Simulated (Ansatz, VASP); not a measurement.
**Two plane-wave programs on ScAl2Sb2As**

```xyz
6
Lattice="5.3513 0.0000 0.0000 -2.6756 4.6343 0.0000 0.0000 0.0000 10.3248" Properties=species:S:1:pos:R:3 pbc="T T T"
Sc    0.0000    0.0000    0.0000
Al    0.0000    0.0000    7.5202
Al    0.0000    0.0000    2.8046
Sb    0.0000    3.0896    5.1624
Sb    2.6756    1.5448    5.1624
As    0.0000    0.0000    5.1624
```

Alike in both runs: functional PBE; k mesh 6 × 6 × 2; occupations gaussian, width 0.1 eV; no spin polarisation.

Ansatz relaxed the structure, and its values are those at the end. VASP's run is a single point on that final structure, the one shown.

```csv
,VASP,Ansatz
version,VASP 6.6.1,Ansatz 0.2.0
potentials or method,"VASP PAW PBE potentials, release 64 (Sc_sv, Al, Sb, As), cutoff 520 eV","scalar-relativistic, plane waves, PAW"
valence electrons in the cell,32,62
```

|  | VASP | Ansatz | Ansatz less VASP |
| --- | --- | --- | --- |
| gap on the k mesh at the Fermi level (eV) | none | none | - |
| pressure (GPa) | -0.2 | -0.2 | 0.00 |

A gap of «none» marks a metal or a gap that the smearing closes. The functional is the same, so the differences come from potentials, cutoffs and numerics. VASP's potentials hold 32 valence electrons a cell and Ansatz's 62, so a difference there can come from the potentials and not from the codes.

Spin-orbit coupling is off throughout.
